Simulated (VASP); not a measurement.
Here is a VASP 6.6.1 calculation.

File INCAR:

```
SYSTEM = SbPb
PREC = Accurate
ENCUT = 520
EDIFF = 1E-7
ISMEAR = 0
SIGMA = 0.15
LREAL = .False.
LASPH = .True.
NELM = 80
ALGO = Fast
ISIF = 2
LWAVE = .False.
LCHARG = .False.
GGA = CA
NBANDS = 16
```

KPOINTS

```
regular mesh
0
Gamma
  14 14 14
  0 0 0
```

File POSCAR:

```
SbPb
1.0
    0.0000000000      3.1288240107      2.9661251621
    3.1288240107      0.0000000000      2.9661251621
    3.1288240107      3.1288240107      0.0000000000
Sb Pb
1 1
Direct
    0.5000000000      0.5000000000      0.5000000000
    0.0000000000      0.0000000000      0.0000000000
```

Potentials or basis: VASP PAW LDA potentials, release 64 (Sb, Pb_d).

Launch:

```console
$ cat potpaw_LDA.64/Sb/POTCAR potpaw_LDA.64/Pb_d/POTCAR > POTCAR
$ mpirun -np 1 vasp_std > vasp.out
```

Question: What does it give for the pressure?

Answer: 2.0 GPa.

Question: Predict the band gap on the k mesh.

Answer: Zero (an odd number of electrons rules out a gap without spin polarisation).

Stress tensor (GPa, compression positive):
```
-0.39  0.00  0.00
 0.00 -0.39  0.00
 0.00  0.00  6.77
```

Caveat: the stress differs along the axes, from -0 to 7 GPa; spin-orbit coupling is left out, which moves the levels of the heavy elements; an odd number of electrons without spin polarisation forces a metal; a magnetic or distorted state may lie lower.
